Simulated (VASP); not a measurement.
A run of VASP 6.6.1 is set up as follows.

File INCAR:

```
PREC = Accurate ; ENCUT = 500
EDIFF = 1E-7 ; ISMEAR = 1
SIGMA = 0.05 ; LREAL = F
LASPH = T ; NELM = 120
ALGO = Normal ; ISIF = 3
LWAVE = F ; LCHARG = F
GGA = CA ; IBRION = 2
NSW = 80 ; EDIFFG = -0.03
GGA_COMPAT = F ; NELMIN = 4
```

File KPOINTS:

```
regular mesh
0
Gamma
  10 10 2
```

Contents of POSCAR:

```
MoS2
1.0
    3.1841260000      0.0000000000      0.0000000000
   -1.5920630000      2.7575340000      0.0000000000
    0.0000000000      0.0000000000     17.3346000000
Mo S
1 2
Direct
    0.0000000000      0.0000000000      0.0000000000
    0.3333333333      0.6666666667      0.0894930000
    0.3333333333      0.6666666667      0.9105070000
```

Potentials or basis: VASP PAW LDA potentials, release 64 (Mo_sv, S).

Run with:

```console
$ cat potpaw_LDA.64/Mo_sv/POTCAR potpaw_LDA.64/S/POTCAR > POTCAR
$ mpirun -np 1 vasp_std > vasp.out
```

Question: Estimate the relaxed cell.

Answer: a = 3.122 Å, b = 3.122 Å, c = 17.342 Å, α = 90.00°, β = 90.00°, γ = 120.00°.

Question: Predict the space group after relaxing (to 0.05 Å).

Answer: P-6m2 (No. 187).

Question: Predict the band gap on the k mesh.

Answer: 2.11 eV, indirect (least direct gap 2.13 eV).

Final structure:
```
Mo S
1.0
     3.12192    0.00000    0.00000
    -1.56096    2.70367    0.00000
     0.00000    0.00000   17.34158
Mo S
1 2
Direct
  0.00000 0.00000 0.00000
  0.33333 0.66667 0.08957
  0.33333 0.66667 0.91043
```
